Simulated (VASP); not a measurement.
## AlFe3: single point with LDA

AlFe3:

```
CELL_PARAMETERS angstrom
3.53953 0.00000 0.00000
0.00000 3.53953 0.00000
0.00000 0.00000 3.53953
ATOMIC_POSITIONS crystal
Al 0.00000 0.00000 0.00000
Fe 0.00000 0.50000 0.50000
Fe 0.50000 0.00000 0.50000
Fe 0.50000 0.50000 0.00000
```

| Item | Value |
| --- | --- |
| Program | VASP 6.6.1 |
| Task | single point |
| Functional | LDA |
| Potentials or basis | VASP PAW LDA potentials, release 64 (Al, Fe) |
| Cutoff | 520 eV |
| k mesh | 6 × 6 × 6 |
| Occupations | fermi-dirac, width 0.1 eV |
| Spin | collinear spin, ferromagnetic start |
| Starting moments | [0.0, 2.4, 2.4, 2.4] μB |
| Dipole correction | no |
| Further INCAR settings | ALGO = Normal; EDIFF = 1e-06; NBANDS = 26 |

| Quantity | Value |
| --- | --- |
| Pressure | -1.2 GPa |
| Net moment | 5.63 μB per cell |
| Site moments | Al -0.05; Fe +1.86 μB |
| Valence electrons inside the program's atomic spheres | Al 0.89; Fe 7.43 |

Levels at points of the mesh, in eV from the Fermi level:
Spin up:
| k point | band 12 | band 13 | band 14 | band 15 | band 16 | band 17 | band 18 | band 19 | band 20 | band 21 |
| --- | --- | --- | --- | --- | --- | --- | --- | --- | --- | --- |
| (0.00, 0.00, 0.00) | -0.76 | -0.02 | 0.36 | 0.36 | 0.36 | 0.85 | 0.85 | 0.85 | 7.40 | 7.40 |
| (0.50, 0.00, 0.00) | -1.57 | -1.28 | -1.28 | -1.15 | -0.62 | 0.36 | 5.86 | 5.86 | 5.98 | 5.98 |
| (0.50, 0.50, 0.00) | -1.67 | -1.55 | -1.38 | -1.08 | -0.86 | -0.61 | 1.35 | 1.35 | 8.49 | 8.51 |
| (0.50, 0.50, 0.50) | -1.74 | -1.74 | -1.22 | -1.22 | -0.21 | 0.07 | 0.07 | 0.07 | 3.85 | 5.04 |
Spin down:
| k point | band 9 | band 10 | band 11 | band 12 | band 13 | band 14 |
| --- | --- | --- | --- | --- | --- | --- |
| (0.00, 0.00, 0.00) | 0.11 | 0.11 | 1.09 | 1.09 | 1.09 | 1.31 |
| (0.50, 0.00, 0.00) | -1.04 | -0.53 | -0.45 | 0.30 | 0.31 | 0.31 |
| (0.50, 0.50, 0.00) | -0.90 | -0.90 | 0.06 | 0.11 | 0.18 | 0.18 |
| (0.50, 0.50, 0.50) | -0.88 | -0.88 | 0.18 | 0.18 | 0.18 | 0.19 |

Run time: 61 s on 1 thread of Intel Xeon 8259CL (shared host), peak memory 0.17 GiB.
